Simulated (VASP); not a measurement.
A run of VASP 6.6.1:

The input INCAR:

```
SYSTEM = MnSi
PREC = Accurate
ENCUT = 520
EDIFF = 1E-6
ISMEAR = -1
SIGMA = 0.05
LREAL = .FALSE.
LASPH = .TRUE.
NELM = 150
ALGO = Normal
ISIF = 2
LWAVE = .FALSE.
LCHARG = .TRUE.
ISPIN = 2
MAGMOM = 3.5 3.5 3.5 3.5 0 0 0 0
LORBIT = 11
LMAXMIX = 4
GGA = PS
LELF = .TRUE.
LVHAR = .TRUE.
NBANDS = 48
```

File KPOINTS:

```
Automatic mesh
0
G
  7 7 7
  0 0 0
```

The input POSCAR:

```
MnSi
1.0
    4.5174755904      0.0000000000      0.0000000000
    0.0000000000      4.5174755904      0.0000000000
    0.0000000000      0.0000000000      4.5174755904
Mn Si
4 4
Direct
    0.1361492209      0.1361492209      0.1361492209
    0.3638507791      0.8638507791      0.6361492209
    0.6361492209      0.3638507791      0.8638507791
    0.8638507791      0.6361492209      0.3638507791
    0.8449626226      0.8449626226      0.8449626226
    0.6550373774      0.1550373774      0.3449626226
    0.3449626226      0.6550373774      0.1550373774
    0.1550373774      0.3449626226      0.6550373774
```

Potentials or basis: VASP PAW PBE potentials, release 64 (Mn_pv, Si).

Run with:

```bash
$ cat potpaw_PBE.64/Mn_pv/POTCAR potpaw_PBE.64/Si/POTCAR > POTCAR
$ mpirun -np 1 vasp_std > vasp.out
```

Hardware: 1 thread of Intel(R) Xeon(R) Platinum 8488C (Sapphire Rapids) (shared host).

Question: How long does it take, and how much memory?

Answer: Run time: 3.4 min on 1 thread of Intel(R) Xeon(R) Platinum 8488C (Sapphire Rapids), on a shared host, peak memory 0.32 GiB. Counts: scf iterations 15, k points 24.
